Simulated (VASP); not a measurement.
# Cu (Fm-3m) in VASP: further runs

Runs on Cu. Level: LDA. Tasks: single point, relaxation of cell and atoms.

Program: VASP 6.6.1. These are calculated values, not measurements. Logs are shortened: lines on timing, memory, paths and dates and some standing lists are left out, and cuts for length are marked.

### Step 1. The cell of the first run

Symmetry: Fm-3m, No. 225, cubic system. The conventional cell has a = 3.518 Å, b = 3.518 Å, c = 3.518 Å, α = 90.00°, β = 90.00°, γ = 90.00°. Within 3.3 Å of Cu (site symmetry m-3m) lie 12 Cu at 2.49 Å.

### Step 2. Single point, LDA

Input file INCAR:

```
ALGO = Normal
EDIFF = 1E-6
ENCUT = 520
ISIF = 2
ISMEAR = 1
LASPH = T
LCHARG = F
LREAL = F
LWAVE = F
NBANDS = 12
NELM = 80
PREC = Accurate
SIGMA = 0.2
```

Input file KPOINTS:

```
k-points
0
Gamma
  15 15 15
```

Input file POSCAR:

```
Cu
1.0
    0.0000000000      1.7588202533      1.7588202533
    1.7588202533      0.0000000000      1.7588202533
    1.7588202533      1.7588202533      0.0000000000
Cu
1
Direct
    0.0000000000      0.0000000000      0.0000000000
```

Potentials or basis: VASP PAW LDA potentials, release 64 (Cu).

Command:

```
> cat potpaw_LDA.64/Cu/POTCAR > POTCAR
> mpirun -np 1 vasp_std > vasp.out
```

OUTCAR:

```text
EDIFF = 1E-6
   ENCUT = 520
   ISIF = 2
   ISMEAR = 1
   LASPH = T
   LREAL = F
   NELM = 80
   PREC = Accurate

 ion  position               nearest neighbor table
   1  0.000  0.000  0.000-

  LATTYP: Found a face centered cubic cell.
 ALAT       =     3.5176405066

  Lattice vectors:

 A1 = (   0.0000000000,   1.7588202533,   1.7588202533)
 A2 = (   1.7588202533,   0.0000000000,   1.7588202533)
 A3 = (   1.7588202533,   1.7588202533,   0.0000000000)

Analysis of symmetry for initial positions (statically):
=====================================================================
 Subroutine PRICEL returns:
 Original cell was already a primitive cell.

 Routine SETGRP: Setting up the symmetry group for a
 face centered cubic supercell.

 Subroutine GETGRP returns: Found 48 space group operations
 (whereof 48 operations were pure point group operations)
 out of a pool of 48 trial point group operations.

The static configuration has the point symmetry O_h .

Analysis of symmetry for dynamics (positions and initial velocities):
=====================================================================
 Subroutine PRICEL returns:
 Original cell was already a primitive cell.

 Routine SETGRP: Setting up the symmetry group for a
 face centered cubic supercell.

 Subroutine GETGRP returns: Found 48 space group operations
 (whereof 48 operations were pure point group operations)
 out of a pool of 48 trial point group operations.

The dynamic configuration has the point symmetry O_h .

 Subroutine INISYM returns: Found 48 space group operations
 (whereof 48 operations are pure point group operations),
 and found     1 'primitive' translations

----------------------------------------------------------------------------------------

                                     Primitive cell

  volume of cell :      10.8816

  direct lattice vectors                    reciprocal lattice vectors
     0.000000000  1.758820253  1.758820253    -0.284281466  0.284281466  0.284281466
     1.758820253  0.000000000  1.758820253     0.284281466 -0.284281466  0.284281466
     1.758820253  1.758820253  0.000000000     0.284281466  0.284281466 -0.284281466

  length of vectors
     2.487347456  2.487347456  2.487347456     0.492389943  0.492389943  0.492389943

  position of ions in fractional coordinates (direct lattice)
     0.000000000  0.000000000  0.000000000

  ion indices of the primitive-cell ions
   primitive index   ion index
                 1           1

----------------------------------------------------------------------------------------

 KPOINTS: k-points

Automatic generation of k-mesh.
 Grid dimensions read from file:
 generate k-points for:   15   15   15

 Generating k-lattice:

  Cartesian coordinates                     Fractional coordinates (reciprocal lattice)
    -0.018952098  0.018952098  0.018952098     0.066666667  0.000000000  0.000000000
     0.018952098 -0.018952098  0.018952098     0.000000000  0.066666667  0.000000000
     0.018952098  0.018952098 -0.018952098     0.000000000  0.000000000  0.066666667

  Length of vectors
     0.032825996  0.032825996  0.032825996

  Shift w.r.t. Gamma in fractional coordinates (k-lattice)
     0.000000000  0.000000000  0.000000000

 Subroutine IBZKPT returns following result:
 ===========================================

 Found    120 irreducible k-points:

 Following reciprocal coordinates:
            Coordinates               Weight
  0.000000  0.000000  0.000000      1.000000
  0.066667  0.000000  0.000000      8.000000
  0.133333  0.000000  0.000000      8.000000
  0.200000  0.000000  0.000000      8.000000
  0.266667  0.000000  0.000000      8.000000
  0.333333  0.000000  0.000000      8.000000
[... 16 lines left out ...]
  0.133333  0.133333  0.000000      6.000000
  0.200000  0.133333  0.000000     24.000000
 [... further k-points ...]
   k-points           NKPTS =    120   k-points in BZ     NKDIM =    120   number of bands    NBANDS=     12
   number of dos      NEDOS =    301   number of ions     NIONS =      1
   total plane-waves  NPLWV =   5832
   dimension x,y,z NGX =    18 NGY =   18 NGZ =   18
   dimension x,y,z NGXF=    36 NGYF=   36 NGZF=   36
   ions per type =               1
   NGX,Y,Z   is equivalent  to a cutoff of  12.03, 12.03, 12.03 a.u.
   NGXF,Y,Z  is equivalent  to a cutoff of  24.06, 24.06, 24.06 a.u.
 SYSTEM =  unknown system
   PREC   = accura    normal or accurate (medium, high low for compatibility)
   ISTART =      0    job   : 0-new  1-cont  2-samecut
   ICHARG =      2    charge: 1-file 2-atom 10-const
   ISPIN  =      1    spin polarized calculation?
   LNONCOLLINEAR =      F non collinear calculations
   LSORBIT =      F    spin-orbit coupling
   LASPH  =      T    aspherical Exc in radial PAW
   ENCUT  =  520.0 eV  38.22 Ry    6.18 a.u.   4.62  4.62  4.62*2*pi/ulx,y,z
   NELM   =     80;   NELMIN=  2; NELMDL= -5     # of ELM steps
   EDIFF  = 0.1E-05   stopping-criterion for ELM
   LREAL  =      F    real-space projection
   EDIFFG = 0.1E-04   stopping-criterion for IOM
   NSW    =      0    number of steps for IOM
   IBRION =     -1    ionic relax: 0-MD 1-quasi-New 2-CG
   NFREE  =      0    steps in history (QN), initial steepest desc. (CG)
   ISIF   =      2    stress and relaxation
   ISYM   =      2    0-nonsym 1-usesym 2-fastsym
   POTIM  = 0.5000    time-step for ionic-motion
   TEBEG  =    0.0;   TEEND  =   0.0 temperature during run
   PSTRESS=    0.0 pullay stress
   NELECT =      11.0000    total number of electrons
   NUPDOWN=      -1.0000    fix difference up-down
   EMIN   =  10.00;   EMAX   =-10.00  energy-range for DOS
   EFERMI =   0.00;   METHOD = LEGACY
   ISMEAR =     1;   SIGMA  =   0.20  broadening in eV -4-tet -1-fermi 0-gaus
   EFERMI_NEDOS =   21; number of points for ismear=-14 and -15
   IALGO  =     38    algorithm
   IMIX   =      4    mixing-type and parameters
     AMIX     =   0.40;   BMIX     =  1.00
     AMIX_MAG =   1.60;   BMIX_MAG =  1.00
  volume/ion in A,a.u.               =      10.88        73.43
  Fermi-wavevector in a.u.,A,eV,Ry     =   1.643013  3.104844 36.728804  2.699491
  Thomas-Fermi vector in A             =   2.733219
   LORBIT       =      0    0 simple, 1 ext, 2 COOP (PROOUT), +10 PAW based schemes
   GGA     = CA    functional components
   LHFCALC =     F    Hartree Fock is set to
   AEXX    =    0.0000 exact exchange contribution
   IVDW    =     0    specifies the selected vdW correction
   LEPSILON=     F    determine dielectric tensor
   LRPA    =     F    only Hartree local field effects (RPA)
 non-spin polarized calculation
 Methfessel and Paxton  Order N= 1 SIGMA  =   0.20
  energy-cutoff  :      520.00
  volume of cell :       10.88
 maximum number of plane-waves:       303
   NGX =  9   NGY =  9   NGZ =  9

 number of electron      10.9999994 magnetization

 Free energy of the ion-electron system (eV)
  ---------------------------------------------------
  ext. energy  EPLUGINS =         0.00000000
  ---------------------------------------------------
  free energy    TOTEN  =        -4.70719206 eV

  energy without entropy =       -4.70696768  energy(sigma->0) =       -4.70711727

 E-fermi :   8.5223     XC(G=0): -13.5892

 val. band max:        8.4863885596   @ k =  -0.4667   0.1333   0.0667
 cond. band min:       8.6403109860   @ k =   0.4667   0.2667   0.0000
 fundamental gap:      0.1539224265
 Fermi energy:         8.5223335420

 k-point     1 :       0.0000    0.0000    0.0000
  band No.  band energies     occupation
      1      -1.5788      2.00000
      2       5.0633      2.00000
      3       5.0633      2.00000
      4       5.0633      2.00000
      5       6.0135      2.00000
      6       6.0135      2.00000
      7      31.7375      0.00000
      8      34.8616      0.00000
      9      34.8616      0.00000
     10      34.8616      0.00000
     11      37.4787      0.00000
     12      37.4787      0.00000

 k-point     2 :       0.0667    0.0000    0.0000
  band No.  band energies     occupation
      1      -1.4072      2.00000
      2       5.0241      2.00000
      3       5.0979      2.00000
      4       5.0979      2.00000
      5       5.9997      2.00000
      6       5.9997      2.00000
      7      30.8393      0.00000
      8      33.1132      0.00000
      9      34.3697      0.00000
     10      34.3697      0.00000
     11      38.1958      0.00000
     12      38.1958      0.00000

 k-point     3 :       0.1333    0.0000    0.0000
  band No.  band energies     occupation
      1      -0.9016      2.00000
      2       4.9229      2.00000
      3       5.1808      2.00000
      4       5.1808      2.00000
      5       5.9779      2.00000
      6       5.9779      2.00000
      7      27.6777      0.00000
      8      32.4903      0.00000
      9      33.5538      0.00000
     10      33.5538      0.00000
     11      39.3394      0.00000
     12      39.4977      0.00000

 k-point     4 :       0.2000    0.0000    0.0000
  band No.  band energies     occupation
      1      -0.0968      2.00000
      2       4.8105      2.00000
      3       5.2466      2.00000
      4       5.2466      2.00000
      5       6.0093      2.00000
      6       6.0093      2.00000
      7      24.1270      0.00000
      8      32.1127      0.00000
      9      32.8395      0.00000
     10      32.8395      0.00000
     11      39.3586      0.00000
     12      39.3847      0.00000

 k-point     5 :       0.2667    0.0000    0.0000
  band No.  band energies     occupation
      1       0.9193      2.00000
      2       4.7879      2.00000
      3       5.2316      2.00000
      4       5.2316      2.00000
      5       6.1469      2.00000
      6       6.1469      2.00000
      7      20.7127      0.00000
      8      31.5789      0.00000
      9      32.2980      0.00000
     10      32.2980      0.00000
     11      37.8247      0.00000
     12      37.8247      0.00000

 k-point     6 :       0.3333    0.0000    0.0000
  band No.  band energies     occupation
      1       1.9240      2.00000
      2       5.0657      2.00000
      3       5.1584      2.00000
      4       5.1584      2.00000
      5       6.3488      2.00000
      6       6.3488      2.00000
      7      17.5571      0.00000
      8      30.9932      0.00000
      9      31.9311      0.00000
     10      31.9311      0.00000
     11      36.3804      0.00000
     12      36.3804      0.00000

 k-point     7 :       0.4000    0.0000    0.0000
  band No.  band energies     occupation
      1       2.5591      2.00000
      2       5.0818      2.00000
      3       5.0818      2.00000
      4       5.9113      2.00000
      5       6.5344      2.00000
      6       6.5344      2.00000
      7      14.8032      0.00000
      8      30.5146      0.00000
      9      31.7206      0.00000
     10      31.7206      0.00000
     11      35.3244      0.00000
     12      35.3244      0.00000

 k-point     8 :       0.4667    0.0000    0.0000
  band No.  band energies     occupation
      1       2.7805      2.00000
      2       5.0360      2.00000
      3       5.0360      2.00000
      4       6.6432      2.00000
      5       6.6432      2.00000
      6       6.9793      2.00000
      7      12.8704      0.00000
      8      30.2508      0.00000
      9      31.6329      0.00000
     10      31.6329      0.00000
     11      34.7633      0.00000
     12      34.7633      0.00000
[... 166 lines left out ...]
 k-point    20 :      -0.2000    0.0667    0.0000
  band No.  band energies     occupation
      1       0.3650      2.00000
      2       4.7292      2.00000
      3       5.2522      2.00000
      4       5.3076      2.00000
      5       5.8918      2.00000
      6       6.2153      2.00000
      7      23.0837      0.00000
      8      28.8982      0.00000
      9      33.4651      0.00000
     10      34.9973      0.00000
     11      37.2339      0.00000
     12      37.3517      0.00000

 k-point    21 :      -0.1333    0.0667    0.0000
  band No.  band energies     occupation
      1      -0.5176      2.00000
      2       4.8343      2.00000
      3       5.2387      2.00000
      4       5.2473      2.00000
      5       5.8663      2.00000
      6       6.0833      2.00000
      7      26.5951      0.00000
      8      29.5670      0.00000
      9      33.9169      0.00000
     10      35.4884      0.00000
     11      37.5426      0.00000
     12      38.4973      0.00000

 k-point    22 :      -0.0667    0.0667    0.0000
  band No.  band energies     occupation
      1      -1.1242      2.00000
      2       4.9527      2.00000
      3       5.1481      2.00000
      4       5.1638      2.00000
      5       5.9315      2.00000
      6       6.0320      2.00000
      7      29.6754      0.00000
      8      30.9227      0.00000
      9      33.7988      0.00000
     10      35.5099      0.00000
     11      37.6935      0.00000
     12      38.1894      0.00000

 k-point    23 :       0.1333    0.1333    0.0000
  band No.  band energies     occupation
      1      -0.6790      2.00000
      2       4.7867      2.00000
      3       5.2918      2.00000
      4       5.2918      2.00000
      5       5.7700      2.00000
      6       6.1153      2.00000
      7      29.9486      0.00000
      8      30.4459      0.00000
      9      30.4459      0.00000
     10      32.2104      0.00000
     11      37.6513      0.00000
     12      41.2074      0.00000

 k-point    24 :       0.2000    0.1333    0.0000
  band No.  band energies     occupation
      1      -0.0880      2.00000
      2       4.6505      2.00000
      3       5.3717      2.00000
      4       5.4025      2.00000
      5       5.7242      2.00000
      6       6.1719      2.00000
      7      26.9151      0.00000
      8      29.3247      0.00000
      9      30.2697      0.00000
     10      32.5018      0.00000
     11      35.8618      0.00000
     12      41.2861      0.00000

 [... further k-points ...]
[... 5 lines left out ...]
  --------------------------------------------------------------------------------------
  -------------------------------------------------------------------------------------
  Total        0.0489019      0.0489019      0.0489019      0.0000000      0.0000000      0.0000000
  in kB        7.2001532      7.2001532      7.2001532      0.0000000      0.0000000      0.0000000
  external PRESSURE =       7.2001532 kB  Pullay stress =       0.0000000 kB

 VOLUME and BASIS-vectors are now :
 -----------------------------------------------------------------------------
  energy-cutoff  :      520.00
  volume of cell :       10.88
      direct lattice vectors                 reciprocal lattice vectors
     0.000000000  1.758820253  1.758820253    -0.284281466  0.284281466  0.284281466
     1.758820253  0.000000000  1.758820253     0.284281466 -0.284281466  0.284281466
     1.758820253  1.758820253  0.000000000     0.284281466  0.284281466 -0.284281466

 POSITION                                       TOTAL-FORCE (eV/Angst)
 -----------------------------------------------------------------------------------
      0.00000      0.00000      0.00000         0.000000      0.000000      0.000000
 -----------------------------------------------------------------------------------
    total drift:                                0.000000     -0.000000     -0.000000

  FREE ENERGIE OF THE ION-ELECTRON SYSTEM (eV)
  ---------------------------------------------------
  free  energy   TOTEN  =        -4.7071920649 eV

  energy  without entropy=       -4.7069676845  energy(sigma->0) =       -4.70711727
```

It took 9.5 s on 1 thread of Intel Xeon 6975P-C, shared host; peak memory 0.12 GiB.

Results:

```
Free energy : -4.7072 eV
Pressure    : 0.7 GPa
```

Levels at points of the mesh, in eV from the Fermi level:
```csv
k point,band 3,band 4,band 5,band 6,band 7,band 8,band 9,band 10
"(0.00, 0.00, 0.00)",-3.46,-3.46,-2.51,-2.51,23.22,26.34,26.34,26.34
```

### Step 3. Single point, LDA

Input file INCAR:

```
SYSTEM = Cu
PREC = Accurate
ENCUT = 520
EDIFF = 1E-7
ISMEAR = 1
SIGMA = 0.6
LREAL = .FALSE.
LASPH = .TRUE.
NELM = 60
ALGO = Normal
ISIF = 2
LWAVE = .FALSE.
LCHARG = .TRUE.
LELF = .TRUE.
LVHAR = .TRUE.
NBANDS = 12
```

Input file KPOINTS:

```
regular mesh
0
G
  15 15 15
  0 0 0
```

POSCAR is that of step 2.

Potentials or basis: VASP PAW LDA potentials, release 64 (Cu).

Command:

```
> cat potpaw_LDA.64/Cu/POTCAR > POTCAR
> mpirun -np 1 vasp_std > vasp.out
```

OUTCAR:

```text
SYSTEM = Cu
   PREC = Accurate
   ENCUT = 520
   EDIFF = 1E-7
   ISMEAR = 1
   LREAL = .FALSE.
   LASPH = .TRUE.
   NELM = 60
   ISIF = 2

 ion  position               nearest neighbor table
   1  0.000  0.000  0.000-

  LATTYP: Found a face centered cubic cell.
 ALAT       =     3.5176405066

  Lattice vectors:

 A1 = (   0.0000000000,   1.7588202533,   1.7588202533)
 A2 = (   1.7588202533,   0.0000000000,   1.7588202533)
 A3 = (   1.7588202533,   1.7588202533,   0.0000000000)

Analysis of symmetry for initial positions (statically):
[... 529 lines left out ...]
      5       5.7333      2.00000
      6       6.1814      2.00000
      7      26.9168      0.00000
      8      29.3263      0.00000
      9      30.2706      0.00000
     10      32.5024      0.00000
     11      35.8640      0.00000
     12      41.2869      0.00000

 [... further k-points ...]
[... 5 lines left out ...]
  --------------------------------------------------------------------------------------
  -------------------------------------------------------------------------------------
  Total        0.0594493      0.0594493      0.0594493     -0.0000000     -0.0000000      0.0000000
  in kB        8.7531232      8.7531232      8.7531232     -0.0000000     -0.0000000      0.0000000
  external PRESSURE =       8.7531232 kB  Pullay stress =       0.0000000 kB

 VOLUME and BASIS-vectors are now :
 -----------------------------------------------------------------------------
  energy-cutoff  :      520.00
  volume of cell :       10.88
      direct lattice vectors                 reciprocal lattice vectors
     0.000000000  1.758820253  1.758820253    -0.284281466  0.284281466  0.284281466
     1.758820253  0.000000000  1.758820253     0.284281466 -0.284281466  0.284281466
     1.758820253  1.758820253  0.000000000     0.284281466  0.284281466 -0.284281466

 POSITION                                       TOTAL-FORCE (eV/Angst)
 -----------------------------------------------------------------------------------
      0.00000      0.00000      0.00000        -0.000000     -0.000000      0.000000
 -----------------------------------------------------------------------------------
    total drift:                                0.000000     -0.000000     -0.000000

  FREE ENERGIE OF THE ION-ELECTRON SYSTEM (eV)
  ---------------------------------------------------
  free  energy   TOTEN  =        -4.7070116953 eV

  energy  without entropy=       -4.7083432373  energy(sigma->0) =       -4.70745554
```

Run time: 10 s. Hardware: 1 thread of Intel Xeon 6975P-C, shared host; peak memory 0.12 GiB.

What came out:

- Free energy: -4.7070 eV
- Pressure: 0.9 GPa

### Step 4. Single point, LDA

Input file INCAR:

```
PREC = Accurate
ENCUT = 520
EDIFF = 1E-7
ISMEAR = -1
SIGMA = 0.1
LREAL = False
LASPH = True
NELM = 60
ALGO = Normal
ISIF = 2
LWAVE = False
LCHARG = True
GGA = CA
LELF = True
LVHAR = True
NBANDS = 12
```

Input file KPOINTS:

```
regular mesh
0
Gamma
  16 16 16
```

POSCAR is that of step 3.

Command:

```
> cat potpaw_LDA.64/Cu/POTCAR > POTCAR
> mpirun -np 1 vasp_std > vasp.out
```

It took 12 s on 1 thread of Intel Xeon 6975P-C, shared host; peak memory 0.13 GiB.

The run converged. Its results:

- Free energy: -4.7121 eV
- Pressure: 1.1 GPa

Levels at points of the mesh, in eV from the Fermi level:
```
           k point  band 2  band 3  band 4  band 5  band 6  band 7  band 8  band 9  band 10  band 11
(0.00, 0.00, 0.00)   -3.33   -3.33   -3.33   -2.38   -2.38   23.34   26.46   26.46    26.46    29.08
(0.50, 0.00, 0.00)   -3.36   -3.36   -1.73   -1.73   -1.21    4.17   21.81   23.22    23.22    26.29
(0.50, 0.50, 0.00)   -4.91   -1.75   -1.57   -1.57    1.44    7.72   13.66   13.66    18.51    21.67
```

[end of part 1 of 2]
